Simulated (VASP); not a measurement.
## Ru: single point with PBE

Crystal: Ru.

```
CELL_PARAMETERS angstrom
2.70580 0.00000 0.00000
-1.35290 2.34329 0.00000
0.00000 0.00000 4.32472
ATOMIC_POSITIONS crystal
Ru 0.66667 0.33333 0.75000
Ru 0.33333 0.66667 0.25000
```

```json
{
 "Program": "VASP 6.6.1",
 "Task": "single point",
 "Functional": "PBE",
 "Potentials or basis": "VASP PAW PBE potentials, release 64 (Ru_pv)",
 "Cutoff": "520 eV",
 "k mesh": "9 × 9 × 5",
 "Occupations": "fermi-dirac, width 0.05 eV",
 "Spin": "no spin polarisation",
 "Dipole correction": "no",
 "Further INCAR settings": "ALGO = Fast; EDIFF = 1e-06; NBANDS = 21"
}
```

```yaml
Pressure: 0.9 GPa
Band_gap_on_the_k_mesh: zero (bands 14 and 15 overlap by 2.99 eV)
```

Stress tensor (GPa, compression positive):
```
 2.65  0.00  0.00
 0.00  2.65  0.00
 0.00  0.00 -2.58
```

Levels at points of the mesh, in eV from the Fermi level:
| k point | band 11 | band 12 | band 13 | band 14 | band 15 | band 16 | band 17 | band 18 |
| --- | --- | --- | --- | --- | --- | --- | --- | --- |
| (0.00, 0.00, 0.00) | -2.58 | -2.01 | -2.01 | -1.39 | -1.39 | 1.06 | 1.06 | 1.08 |

It took 31 s on 1 thread of Intel Xeon 8259CL (shared host), peak memory 0.14 GiB.
